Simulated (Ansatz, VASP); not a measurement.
## Two plane-wave programs on ScSi4O

The input INCAR:

```
SYSTEM = ScSi4O
PREC = Accurate
ENCUT = 600
EDIFF = 1E-6
ISMEAR = 0
SIGMA = 0.1
LREAL = .False.
LASPH = .True.
NELM = 80
ALGO = Normal
ISIF = 3
LWAVE = .False.
LCHARG = .False.
GGA = PE
IBRION = 2
NSW = 90
EDIFFG = -0.04
```

The input KPOINTS:

```
regular mesh
0
Gamma
  4 4 4
  0 0 0
```

The input POSCAR:

```
ScSi4O
1.0
    4.4758295600      0.0000000000      0.0000000000
    0.0000000000      4.4758295600      0.0000000000
    0.0000000000      0.0000000000      4.9267207000
Sc Si O
1 4 1
Direct
    0.0000000000      0.0000000000      0.5000000000
    0.0000000000      0.5000000000      0.5000000000
    0.5000000000      0.0000000000      0.5000000000
    0.0000000000      0.5000000000      0.0000000000
    0.5000000000      0.0000000000      0.0000000000
    0.5000000000      0.5000000000      0.5000000000
```

Input for Ansatz:

```yaml
crystal:
  lattice:
    - [4.47582956, 0.0, 0.0]
    - [0.0, 4.47582956, 0.0]
    - [0.0, 0.0, 4.9267207]
  atoms:
    - { symbol: Sc, position: [0.0, 0.0, 0.5] }
    - { symbol: Si, position: [0.0, 0.5, 0.5] }
    - { symbol: Si, position: [0.5, 0.0, 0.5] }
    - { symbol: Si, position: [0.0, 0.5, 0.0] }
    - { symbol: Si, position: [0.5, 0.0, 0.0] }
    - { symbol: O, position: [0.5, 0.5, 0.5] }
basis:
  ecutwfc: 420
kpoints:
  mp_grid: { grid: [4, 4, 4] }
hamiltonian:
  xc: pbe
scf:
  occupations: { method: gaussian, width: 0.1 }
  lower_state_search: "off"
output:
  forces: true
  stress: true
  eigenvalues: true
relax:
  adjacent_minimum: "off"
  f_tol: 0.04
  max_steps: 70
  cell: { stress_tol: 0.4 }
```

Alike in both runs: task relaxation of cell and atoms; functional PBE; k mesh 4 × 4 × 4; occupations gaussian, width 0.1 eV; no spin polarisation.

```csv
,VASP,Ansatz
version,VASP 6.6.1,Ansatz 0.2.0
potentials or method,"VASP PAW PBE potentials, release 64 (Sc_sv, Si, O), cutoff 600 eV","scalar-relativistic, plane waves, PAW"
valence electrons in the cell,33,33
```

VASP gave:

| Quantity | Value |
| --- | --- |
| gap on the k mesh at the Fermi level, each at its own relaxed structure (eV) | none |
| relaxed volume (Å³/atom) | 19.11 |
| relaxed length of the cell vector where the two differ most in proportion (Å) | 4.939 |

Task: Which values does Ansatz return?

Result: gap on the k mesh at the Fermi level, each at its own relaxed structure (eV): none; relaxed volume (Å³/atom): 19.07; relaxed length of the cell vector where the two differ most in proportion (Å): 4.930.

A gap of «none» marks a metal or a gap that the smearing closes.

Noted on VASP's run: the volume moved by over 15 % at a fixed basis, so the end points are rough.
